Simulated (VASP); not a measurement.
Input of a VASP 6.6.1 run:

INCAR

```
PREC = Accurate
ENCUT = 520
EDIFF = 1E-7
ISMEAR = 0
SIGMA = 0.01
LREAL = F
LASPH = T
NELM = 100
ALGO = Normal
ISIF = 2
LWAVE = F
LCHARG = F
GGA = PS
NBANDS = 45
```

KPOINTS

```
regular mesh
0
Gamma
  6 6 8
```

Contents of POSCAR:

```
Si3N4
1.0
    7.6246472123      0.0000000000      0.0000000000
   -3.8123236062      6.6031381808      0.0000000000
    0.0000000000      0.0000000000      2.9104789358
Si N
6 8
Direct
    0.7675713979      0.1739465955      0.2500000000
    0.5936248024      0.7675713979      0.7500000000
    0.8260534045      0.5936248024      0.2500000000
    0.2324286021      0.8260534045      0.7500000000
    0.4063751976      0.2324286021      0.2500000000
    0.1739465955      0.4063751976      0.7500000000
    0.0296263419      0.3299987760      0.2500000000
    0.6996275659      0.0296263419      0.7500000000
    0.6700012240      0.6996275659      0.2500000000
    0.9703736581      0.6700012240      0.7500000000
    0.3003724341      0.9703736581      0.2500000000
    0.3299987760      0.3003724341      0.7500000000
    0.6666666667      0.3333333333      0.2500000000
    0.3333333333      0.6666666667      0.7500000000
```

Potentials or basis: VASP PAW PBE potentials, release 64 (Si, N).

Command:

```console
$ cat potpaw_PBE.64/Si/POTCAR potpaw_PBE.64/N/POTCAR > POTCAR
$ mpirun -np 1 vasp_std > vasp.out
```

Problem. Estimate the band gap on the k mesh.

Solution. 4.19 eV (least direct gap 4.38 eV).

Problem. Estimate the pressure.

Solution. 0.2 GPa.

Problem. Estimate the largest force.

Solution. 0.005 eV/Å.

Forces in eV/Å, atoms in the order of the input:
```
Si   0.002 -0.001  0.000
Si   0.002  0.002  0.000
Si  -0.001  0.002  0.000
Si  -0.002  0.001  0.000
Si  -0.002 -0.002  0.000
Si   0.001 -0.002  0.000
N   -0.004 -0.003  0.000
N    0.000 -0.005  0.000
N    0.005 -0.002  0.000
N    0.004  0.003  0.000
N    0.000  0.005  0.000
N   -0.005  0.002  0.000
N    0.000  0.000  0.000
N    0.000  0.000  0.000
```

Caveat: the PAW data sets were made with another functional, which shifts forces and pressure a little. A k mesh can miss the band edges.
